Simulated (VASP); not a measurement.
Set up this calculation in VASP 6.6.1, as the native input.

- Task: electric field gradients
- Functional: LDA
- Potentials or basis: VASP PAW LDA potentials, release 64 (Ag, Cl)
- Cutoff: 520 eV
- k mesh: 8 × 8 × 8
- Occupations: fermi-dirac, width 0.02 eV
- Spin: no spin polarisation
- Dipole correction: no
- Further INCAR settings: ALGO = Normal; EDIFF = 1e-08; NBANDS = 16

The structure of AgCl lies in POSCAR:

```
AgCl
1.0
    0.0000000000      2.6899555000      2.7731500000
    2.6899555000      0.0000000000      2.7731500000
    2.6899555000      2.6899555000      0.0000000000
Ag Cl
1 1
Direct
    0.5000000000      0.5000000000      0.5000000000
    0.0000000000      0.0000000000      0.0000000000
```

This cell differs from its parent crystal: equal xx and yy strain of -3 %.

The input as run:

INCAR

```
SYSTEM = AgCl
PREC = Accurate ; ENCUT = 520
EDIFF = 1E-8 ; ISMEAR = -1
SIGMA = 0.02 ; LREAL = .False.
LASPH = .True. ; NELM = 60
ALGO = Normal ; ISIF = 2
LWAVE = .False. ; LCHARG = .False.
GGA = CA ; LEFG = .True.
NBANDS = 16
```

KPOINTS

```
Automatic mesh
0
Gamma
  8 8 8
  0 0 0
```

Potentials or basis: VASP PAW LDA potentials, release 64 (Ag, Cl).

Run with:

```console
$ cat potpaw_LDA.64/Ag/POTCAR potpaw_LDA.64/Cl/POTCAR > POTCAR
$ mpirun -np 1 vasp_std > vasp.out
```

Results of the run:

| Item | Value |
| --- | --- |
| Pressure | -2.7 GPa |
| Band gap on the k mesh | 0.55 eV (least direct gap 3.14 eV) |
| Largest electric field gradient by atom | Ag +20.1; Cl -14.9 V/Å² |

Caveat: the cell differs from its parent crystal (equal xx and yy strain of -3 %); without QUAD_EFG the Cq values of the log hold for a quadrupole moment of 1 mb, not for the nuclei.

Wall time 62 s on 1 thread of Intel Xeon 8259CL, with other jobs on the host, peak memory 0.17 GiB.
